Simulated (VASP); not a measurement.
# Ti (Im-3m) in VASP: further runs

Aim: see how the results for Ti move with the level of theory and the settings. Levels: LDA, r2SCAN. Tasks: electric field gradients.

All numbers are computed with VASP 6.6.1; they aren't measurements. Logs are shortened: lines on timing, memory, paths and dates and some standing lists are left out, and cuts for length are marked.

## 1. The cell of the first run

The structure is cubic, space group Im-3m (No. 229). Conventional cell: a = 3.282 Å, b = 3.282 Å, c = 3.282 Å, α = 90.00°, β = 90.00°, γ = 90.00°. Within 3.7 Å of Ti (site symmetry m-3m) lie 14 Ti at 2.84 to 3.28 Å.

## 2. Electric field gradients, LDA

INCAR reads:

```
SYSTEM = Ti
PREC     = Accurate       ! precision mode
ENCUT    = 520            ! plane-wave cutoff, eV
EDIFF    = 1E-8           ! SCF threshold, eV
ISMEAR   = -1             ! smearing method
SIGMA    = 0.08           ! smearing width, eV
LREAL    = .False.        ! projectors in reciprocal space
LASPH    = .True.         ! aspherical terms in the spheres
NELM     = 60             ! most SCF steps
ALGO     = Normal         ! electronic algorithm
ISIF     = 2              ! what is computed and relaxed
LWAVE    = .False.        ! write WAVECAR
LCHARG   = .False.        ! write CHGCAR
GGA      = CA             ! functional
LEFG     = .True.       
NBANDS   = 12             ! bands
```

KPOINTS reads:

```
regular mesh
0
Gamma
  17 17 17
  0 0 0
```

POSCAR reads:

```
Ti
1.0
   -1.6410000000      1.6410000000      1.6410000000
    1.6410000000     -1.6410000000      1.6410000000
    1.6410000000      1.6410000000     -1.6410000000
Ti
1
Direct
    0.0000000000      0.0000000000      0.0000000000
```

Potentials or basis: VASP PAW LDA potentials, release 64 (Ti_sv).

Launch:

```console
> cat potpaw_LDA.64/Ti_sv/POTCAR > POTCAR
> mpirun -np 1 vasp_std > vasp.out
```

OUTCAR:

```text
SYSTEM = Ti
   PREC = Accurate
   ENCUT = 520
   EDIFF = 1E-8
   ISMEAR = -1
   LREAL = .False.
   LASPH = .True.
   NELM = 60
   ISIF = 2
   GGA = CA

 ion  position               nearest neighbor table
   1  0.000  0.000  0.000-

  LATTYP: Found a body centered cubic cell.
 ALAT       =     3.2820000000

  Lattice vectors:

 A1 = (  -1.6410000000,   1.6410000000,   1.6410000000)
 A2 = (   1.6410000000,  -1.6410000000,   1.6410000000)
 A3 = (   1.6410000000,   1.6410000000,  -1.6410000000)

Analysis of symmetry for initial positions (statically):
=====================================================================
 Subroutine PRICEL returns:
 Original cell was already a primitive cell.

 Routine SETGRP: Setting up the symmetry group for a
 body centered cubic supercell.

 Subroutine GETGRP returns: Found 48 space group operations
 (whereof 48 operations were pure point group operations)
 out of a pool of 48 trial point group operations.

The static configuration has the point symmetry O_h .

Analysis of symmetry for dynamics (positions and initial velocities):
=====================================================================
 Subroutine PRICEL returns:
 Original cell was already a primitive cell.

 Routine SETGRP: Setting up the symmetry group for a
 body centered cubic supercell.

 Subroutine GETGRP returns: Found 48 space group operations
 (whereof 48 operations were pure point group operations)
 out of a pool of 48 trial point group operations.

The dynamic configuration has the point symmetry O_h .

 Subroutine INISYM returns: Found 48 space group operations
 (whereof 48 operations are pure point group operations),
 and found     1 'primitive' translations

----------------------------------------------------------------------------------------

                                     Primitive cell

  volume of cell :      17.6761

  direct lattice vectors                    reciprocal lattice vectors
    -1.641000000  1.641000000  1.641000000     0.000000000  0.304692261  0.304692261
     1.641000000 -1.641000000  1.641000000     0.304692261  0.000000000  0.304692261
     1.641000000  1.641000000 -1.641000000     0.304692261  0.304692261  0.000000000

  length of vectors
     2.842295375  2.842295375  2.842295375     0.430899928  0.430899928  0.430899928

  position of ions in fractional coordinates (direct lattice)
[... 119 lines left out ...]
  ext. energy  EPLUGINS =         0.00000000
  ---------------------------------------------------
  free energy    TOTEN  =        -8.41800874 eV

  energy without entropy =       -8.36777059  energy(sigma->0) =       -8.39288967

 E-fermi :   7.6617     XC(G=0): -11.6964

 val. band max:        7.6483339680   @ k =   0.2353   0.2353   0.0000
 cond. band min:       7.6690693788   @ k =  -0.2941  -0.4706   0.0588
 fundamental gap:      0.0207354108
 Fermi energy:         7.6617209989

 k-point     1 :       0.0000    0.0000    0.0000
  band No.  band energies     occupation
      1     -48.2001      2.00000
      2     -24.4465      2.00000
      3     -24.4465      2.00000
      4     -24.4465      2.00000
      5       1.8278      2.00000
      6       8.5965      0.00002
      7       8.5965      0.00002
      8       8.5965      0.00002
      9      10.3335      0.00000
     10      10.3335      0.00000
     11      25.0357      0.00000
     12      25.0357      0.00000
[... 331 lines left out ...]
 k-point    24 :       0.1765    0.1765    0.0000
  band No.  band energies     occupation
      1     -48.1126      2.00000
      2     -24.8649      2.00000
      3     -24.5830      2.00000
      4     -24.4890      2.00000
      5       4.4645      2.00000
      6       7.6299      1.19615
      7       7.8029      0.29251
      8       9.8946      0.00000
      9      10.5999      0.00000
     10      10.7912      0.00000
     11      21.0153      0.00000
     12      21.2456      0.00000

 [... further k-points ...]
[... 5 lines left out ...]
  --------------------------------------------------------------------------------------
  -------------------------------------------------------------------------------------
  Total       -1.1786755     -1.1786755     -1.1786755      0.0000000     -0.0000000      0.0000000
  in kB     -106.8363689   -106.8363689   -106.8363689      0.0000000     -0.0000000      0.0000000
  external PRESSURE =    -106.8363689 kB  Pullay stress =       0.0000000 kB

 VOLUME and BASIS-vectors are now :
 -----------------------------------------------------------------------------
  energy-cutoff  :      520.00
  volume of cell :       17.68
      direct lattice vectors                 reciprocal lattice vectors
    -1.641000000  1.641000000  1.641000000     0.000000000  0.304692261  0.304692261
     1.641000000 -1.641000000  1.641000000     0.304692261  0.000000000  0.304692261
     1.641000000  1.641000000 -1.641000000     0.304692261  0.304692261  0.000000000

 POSITION                                       TOTAL-FORCE (eV/Angst)
 -----------------------------------------------------------------------------------
      0.00000      0.00000      0.00000         0.000000      0.000000      0.000000
 -----------------------------------------------------------------------------------
    total drift:                                0.000000      0.000000     -0.000000

  FREE ENERGIE OF THE ION-ELECTRON SYSTEM (eV)
  ---------------------------------------------------
  free  energy   TOTEN  =        -8.4180087438 eV

  energy  without entropy=       -8.3677705899  energy(sigma->0) =       -8.39288967

 Electric field gradients (V/A^2)
---------------------------------------------------------------------
 ion       V_xx      V_yy      V_zz      V_xy      V_xz      V_yz
---------------------------------------------------------------------
   1       0.000    -0.000    -0.000     0.001     0.001     0.001
---------------------------------------------------------------------

 Electric field gradients after diagonalization (V/A^2)
 (convention: |V_zz| > |V_xx| > |V_yy|)
----------------------------------------------------------------------
 ion       V_xx      V_yy      V_zz     asymmetry (V_yy - V_xx)/ V_zz
----------------------------------------------------------------------
   1      -0.001    -0.001     0.001       0.000
----------------------------------------------------------------------

           NMR quadrupolar parameters

 Cq : quadrupolar parameter    Cq=e*Q*V_zz/h
 eta: asymmetry parameters     (V_yy - V_xx)/ V_zz
 Q  : nuclear electric quadrupole moment in mb (millibarn)
----------------------------------------------------------------------
 ion       Cq(MHz)       eta       Q (mb)
----------------------------------------------------------------------
   1       0.000       0.000       1.000
----------------------------------------------------------------------
```

stdout:

```text
POSCAR found type information on POSCAR Ti
 POSCAR found :  1 types and       1 ions
 scaLAPACK will be used
 LDA part: xc-table for (Slater(with rela. corr.)+CA(PZ))
 , standard interpolation
 POSCAR, INCAR and KPOINTS ok, starting setup
 FFT: planning ... GRIDC
 FFT: planning ... GRID_SOFT
 FFT: planning ... GRID
 WAVECAR not read
 entering main loop
ion   1
```

It took 16 s on 1 thread of Intel Xeon Platinum 8488C (Sapphire Rapids), shared host; peak memory 0.15 GiB.

Results:

- Free energy: -8.4180 eV
- Pressure: -10.7 GPa
- Band gap on the k mesh: zero (band 6 reaches 8.61 eV, above the bottom of band 7 at 7.05 eV)

Caveat: without QUAD_EFG the Cq values of the log hold for a quadrupole moment of 1 mb, not for the nuclei.

## 3. Electric field gradients, r2SCAN

POSCAR is that of step 2.

INCAR.step1 reads:

```
ALGO = Normal ; EDIFF = 1E-4
ENCUT = 520 ; GGA = PE
ISMEAR = -1 ; LASPH = T
LCHARG = F ; LREAL = F
LWAVE = T ; NBANDS = 12
NELM = 100 ; PREC = Accurate
SIGMA = 0.08
```

INCAR.step2 reads:

```
ALGO = Normal ; EDIFF = 1E-8
ENCUT = 520 ; ISIF = 2
ISMEAR = -1 ; ISTART = 1
LASPH = T ; LCHARG = F
LEFG = T ; LMIXTAU = T
LREAL = F ; LWAVE = F
METAGGA = R2SCAN ; NBANDS = 12
NELM = 100 ; PREC = Accurate
SIGMA = 0.08
```

KPOINTS reads:

```
k-points
0
Gamma
  17 17 17
```

Potentials or basis: VASP PAW PBE potentials, release 64 (Ti_sv).

Launch:

```console
> cat potpaw_PBE.64/Ti_sv/POTCAR > POTCAR
> cp INCAR.step1 INCAR
> mpirun -np 1 vasp_std > vasp.out
> cp INCAR.step2 INCAR
> mpirun -np 1 vasp_std > vasp.out
```

OUTCAR:

```text
EDIFF = 1E-8
   ENCUT = 520
   ISIF = 2
   ISMEAR = -1
   ISTART = 1
   LASPH = T
   LREAL = F
   METAGGA = R2SCAN
   NELM = 100
   PREC = Accurate

 ion  position               nearest neighbor table
   1  0.000  0.000  0.000-

  LATTYP: Found a body centered cubic cell.
 ALAT       =     3.2820000000

  Lattice vectors:

 A1 = (  -1.6410000000,   1.6410000000,   1.6410000000)
 A2 = (   1.6410000000,  -1.6410000000,   1.6410000000)
 A3 = (   1.6410000000,   1.6410000000,  -1.6410000000)

Analysis of symmetry for initial positions (statically):
=====================================================================
 Subroutine PRICEL returns:
 Original cell was already a primitive cell.

 Routine SETGRP: Setting up the symmetry group for a
 body centered cubic supercell.

 Subroutine GETGRP returns: Found 48 space group operations
 (whereof 48 operations were pure point group operations)
 out of a pool of 48 trial point group operations.

The static configuration has the point symmetry O_h .

Analysis of symmetry for dynamics (positions and initial velocities):
=====================================================================
 Subroutine PRICEL returns:
 Original cell was already a primitive cell.

 Routine SETGRP: Setting up the symmetry group for a
 body centered cubic supercell.

 Subroutine GETGRP returns: Found 48 space group operations
 (whereof 48 operations were pure point group operations)
 out of a pool of 48 trial point group operations.

The dynamic configuration has the point symmetry O_h .

 Subroutine INISYM returns: Found 48 space group operations
[... 153 lines left out ...]
      2     -25.8350      2.00000
      3     -25.8350      2.00000
      4     -25.8350      2.00000
      5       1.6348      2.00000
      6       9.0616      0.00000
      7       9.0616      0.00000
      8       9.0617      0.00000
      9      10.8041      0.00000
     10      10.8041      0.00000
     11      25.9005      0.00000
     12      25.9005      0.00000
[... 331 lines left out ...]
 k-point    24 :       0.1765    0.1765    0.0000
  band No.  band energies     occupation
      1     -50.9261      2.00000
      2     -26.2528      2.00000
      3     -25.9699      2.00000
      4     -25.8773      2.00000
      5       4.3960      2.00000
      6       7.9509      0.92337
      7       8.1763      0.09744
      8      10.3551      0.00000
      9      11.0932      0.00000
     10      11.2689      0.00000
     11      21.6434      0.00000
     12      22.0361      0.00000

 [... further k-points ...]
[... 5 lines left out ...]
  --------------------------------------------------------------------------------------
  -------------------------------------------------------------------------------------
  Total       -0.2510603     -0.2510603     -0.2510603     -0.0000000      0.0000000      0.0000000
  in kB      -22.7563647    -22.7563647    -22.7563647     -0.0000000      0.0000000      0.0000000
  external PRESSURE =     -22.7563647 kB  Pullay stress =       0.0000000 kB

 VOLUME and BASIS-vectors are now :
 -----------------------------------------------------------------------------
  energy-cutoff  :      520.00
  volume of cell :       17.68
      direct lattice vectors                 reciprocal lattice vectors
    -1.641000000  1.641000000  1.641000000     0.000000000  0.304692261  0.304692261
     1.641000000 -1.641000000  1.641000000     0.304692261  0.000000000  0.304692261
     1.641000000  1.641000000 -1.641000000     0.304692261  0.304692261  0.000000000

 POSITION                                       TOTAL-FORCE (eV/Angst)
 -----------------------------------------------------------------------------------
      0.00000      0.00000      0.00000         0.000000      0.000000     -0.000000
 -----------------------------------------------------------------------------------
    total drift:                                0.000000      0.000000     -0.000000

  FREE ENERGIE OF THE ION-ELECTRON SYSTEM (eV)
  ---------------------------------------------------
  free  energy   TOTEN  =       -12.8345739693 eV

  energy  without entropy=      -12.7860648337  energy(sigma->0) =      -12.81031940

 Electric field gradients (V/A^2)
---------------------------------------------------------------------
 ion       V_xx      V_yy      V_zz      V_xy      V_xz      V_yz
---------------------------------------------------------------------
   1      -0.000     0.000     0.000     0.001     0.001     0.001
---------------------------------------------------------------------

 Electric field gradients after diagonalization (V/A^2)
 (convention: |V_zz| > |V_xx| > |V_yy|)
----------------------------------------------------------------------
 ion       V_xx      V_yy      V_zz     asymmetry (V_yy - V_xx)/ V_zz
----------------------------------------------------------------------
   1      -0.001    -0.001     0.001       0.000
----------------------------------------------------------------------

           NMR quadrupolar parameters

 Cq : quadrupolar parameter    Cq=e*Q*V_zz/h
 eta: asymmetry parameters     (V_yy - V_xx)/ V_zz
 Q  : nuclear electric quadrupole moment in mb (millibarn)
----------------------------------------------------------------------
 ion       Cq(MHz)       eta       Q (mb)
----------------------------------------------------------------------
   1       0.000       0.000       1.000
----------------------------------------------------------------------
```

OSZICAR.step1:

```text
N       E                     dE             d eps       ncg     rms          rms(c)
DAV:   1     0.872411140041E+02    0.87241E+02   -0.65388E+03  3984   0.119E+03
DAV:   2    -0.451361176913E+01   -0.91755E+02   -0.89492E+02  4032   0.296E+02
DAV:   3    -0.873201379577E+01   -0.42184E+01   -0.41665E+01  5444   0.649E+01
DAV:   4    -0.881606426697E+01   -0.84050E-01   -0.83950E-01  4444   0.824E+00
DAV:   5    -0.881819981029E+01   -0.21355E-02   -0.21355E-02  4684   0.115E+00    0.814E+00
DAV:   6    -0.773878755788E+01    0.10794E+01   -0.25830E+00  4280   0.226E+01    0.202E+00
DAV:   7    -0.773670111672E+01    0.20864E-02   -0.68267E-02  4688   0.271E+00    0.124E+00
DAV:   8    -0.774547814541E+01   -0.87770E-02   -0.34057E-02  4184   0.212E+00    0.953E-02
DAV:   9    -0.774591346810E+01   -0.43532E-03   -0.22733E-03  4764   0.449E-01    0.730E-02
DAV:  10    -0.774595540041E+01   -0.41932E-04   -0.22886E-04  4164   0.163E-01
   1 F= -.77459554E+01 E0= -.77207027E+01  d E =-.505053E-01
```

Wall time 96 s (1 thread of Intel Xeon Platinum 8488C (Sapphire Rapids), shared host); peak memory 0.17 GiB.

What came out:

- Free energy: -12.8346 eV
- Pressure: -2.3 GPa
- Band gap on the k mesh: zero (band 6 reaches 9.06 eV, above the bottom of band 7 at 7.27 eV)

Caveat: without QUAD_EFG the Cq values of the log hold for a quadrupole moment of 1 mb, not for the nuclei; the PAW data sets were made with another functional, which shifts forces and pressure a little.
